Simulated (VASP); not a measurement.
# NaCl: single point with r2SCAN

The system is NaCl.

```
Na Cl
1.0
     4.83344    0.00000    0.00000
    -2.41672    4.08857    0.00000
     0.00000    0.00000    5.56949
Na Cl
2 2
Direct
  0.33228 0.66456 0.93750
  0.66772 0.33544 0.43750
  0.33080 0.66160 0.43750
  0.66920 0.33840 0.93750
```

This cell differs from its parent crystal: uniaxial x strain +2.4%.

* Program: VASP 6.6.1
* Task: single point
* Functional: r2SCAN
* Potentials or basis: VASP PAW PBE potentials, release 64 (Na_pv, Cl)
* Cutoff: 520 eV
* k mesh: 6 × 6 × 6
* Occupations: gaussian, width 0.01 eV
* Spin: no spin polarisation
* Dipole correction: no
* Further INCAR settings: ALGO = Normal; EDIFF = 1e-07; NBANDS = 22

```
Pressure               : -0.6 GPa
Band gap on the k mesh : 5.43 eV
```

Stress tensor (GPa, compression positive):
```
-0.83  0.00  0.00
 0.00 -0.71  0.00
 0.00  0.00 -0.42
```

Levels at points of the mesh, in eV from the valence-band top:
| k point | band 10 | band 11 | band 12 | band 13 | band 14 | band 15 | band 16 | band 17 | band 18 | band 19 |
| --- | --- | --- | --- | --- | --- | --- | --- | --- | --- | --- |
| (0.00, 0.00, 0.00) | -0.80 | -0.75 | -0.31 | -0.30 | 0.00 | 5.43 | 8.46 | 10.28 | 10.57 | 11.45 |
| (0.50, 0.00, 0.00) | -0.97 | -0.95 | -0.73 | -0.50 | -0.20 | 7.69 | 8.37 | 9.40 | 9.73 | 10.49 |
| (0.00, 0.50, 0.00) | -1.02 | -0.95 | -0.70 | -0.49 | -0.22 | 7.71 | 8.37 | 9.31 | 9.74 | 10.33 |
| (0.00, 0.00, 0.50) | -0.93 | -0.56 | -0.56 | -0.53 | -0.53 | 7.20 | 7.20 | 10.25 | 10.25 | 10.40 |
| (0.50, 0.00, 0.50) | -1.53 | -0.61 | -0.61 | -0.24 | -0.24 | 7.87 | 7.87 | 10.59 | 10.59 | 11.23 |
| (0.00, 0.50, 0.50) | -1.50 | -0.65 | -0.65 | -0.26 | -0.26 | 7.89 | 7.89 | 10.70 | 10.70 | 11.23 |

Run time: 13 min on 1 thread of Intel Xeon 8259CL, on a shared host, peak memory 0.25 GiB.

Caveat: the cell differs from its parent crystal (uniaxial x strain +2.4%); the structure was generated, so it needn't be the stable form of NaCl; the PAW data sets were made with another functional, which shifts forces and pressure a little. A k mesh can miss the band edges.
